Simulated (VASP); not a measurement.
# AlRu: relaxation of the atoms with PBE

AlRu:

```
Al Ru
1.0
     2.99160    0.00000    0.00000
     0.00000    2.99160    0.00000
     0.00000    0.00000    2.96168
Al Ru
1 1
Direct
  0.00000 0.00000 0.00000
  0.50000 0.50000 0.50000
```

This cell differs from its parent crystal: z stretched by -1 %.

| Item | Value |
| --- | --- |
| Program | VASP 6.6.1 |
| Task | relaxation of the atoms |
| Functional | PBE |
| Potentials or basis | VASP PAW PBE potentials, release 64 (Al, Ru_pv) |
| Cutoff | 520 eV |
| k mesh | 16 × 16 × 16 |
| Occupations | fermi-dirac, width 0.05 eV |
| Spin | no spin polarisation |
| Dipole correction | no |
| Further INCAR settings | ALGO = Normal; EDIFF = 1e-07; IBRION = 2; EDIFFG = -0.02; NSW = 80 |

```
Pressure after relaxing : 4.8 GPa
Band gap on the k mesh  : zero (an odd number of electrons rules out a gap without spin polarisation)
```

Stress tensor (GPa, compression positive):
```
4.20 0.00 0.00
0.00 4.20 0.00
0.00 0.00 5.99
```

Final structure:
```
CELL_PARAMETERS angstrom
2.99160 0.00000 0.00000
0.00000 2.99160 0.00000
0.00000 0.00000 2.96168
ATOMIC_POSITIONS crystal
Al 0.00000 0.00000 0.00000
Ru 0.50000 0.50000 0.50000
```

Levels at points of the mesh, in eV from the Fermi level:
| k point | band 5 | band 6 | band 7 | band 8 | band 9 | band 10 | band 11 | band 12 |
| --- | --- | --- | --- | --- | --- | --- | --- | --- |
| (0.00, 0.00, 0.00) | -3.64 | -3.64 | 0.12 | 0.19 | 0.19 | 6.01 | 6.01 | 6.32 |
| (0.50, 0.00, 0.00) | -5.56 | -2.84 | -1.68 | -1.56 | 0.44 | 2.25 | 7.43 | 10.98 |
| (0.50, 0.50, 0.00) | -3.15 | -1.43 | -1.43 | -1.14 | -1.14 | 1.50 | 5.27 | 6.28 |
| (0.00, 0.00, 0.50) | -5.45 | -2.80 | -1.68 | -1.68 | 0.39 | 2.43 | 7.42 | 10.98 |
| (0.50, 0.00, 0.50) | -3.10 | -1.41 | -1.33 | -1.25 | -1.22 | 1.56 | 5.41 | 6.34 |
| (0.50, 0.50, 0.50) | -4.71 | -4.69 | 1.60 | 1.67 | 2.62 | 4.12 | 4.12 | 4.19 |

It took 2.5 min on 1 thread of Oxide Virtual Turin-like Processor, on a shared host, peak memory 0.22 GiB.

Caveat: the cell differs from its parent crystal (z stretched by -1 %); the relaxation stopped at its first step, so nothing moved.
